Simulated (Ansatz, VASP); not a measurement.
Au: VASP beside Ansatz

```
Au
1.0
    -1.57441    1.57441    1.65727
     1.57441   -1.57441    1.65727
     1.57441    1.57441   -1.65727
Au
1
Direct
  0.00000 0.00000 0.00000
```

Change from the starting cell: strain -0.050 along x and y, +0.000 along z, atoms carried along.

Alike in both runs: task single point; functional PBEsol; k mesh 20 × 20 × 20; occupations gaussian, width 0.15 eV; no spin polarisation.

|  | VASP | Ansatz |
| --- | --- | --- |
| version | VASP 6.6.1 | Ansatz 0.2.0 |
| potentials or method | VASP PAW PBE potentials, release 64 (Au), cutoff 520 eV | scalar-relativistic, plane waves, PAW |
| valence electrons in the cell | 11 | 19 |

Ansatz gave:

```
gap on the k mesh at the Fermi level (eV)                     : none
pressure (GPa)                                                : 7.1
traceless stress, the component that is largest in VASP (GPa) : 0.21
```

Problem. What did VASP give for the same quantities?

Solution. gap on the k mesh at the Fermi level (eV): none; pressure (GPa): 6.8; traceless stress, the component that is largest in VASP (GPa): 0.21.

VASP's potentials were made for PBE, not for PBEsol. A gap of «none» marks a metal or a gap that the smearing closes. VASP's potentials hold 11 valence electrons a cell and Ansatz's 19, so a difference there can come from the potentials and not from the codes.

Spin-orbit coupling is off throughout.
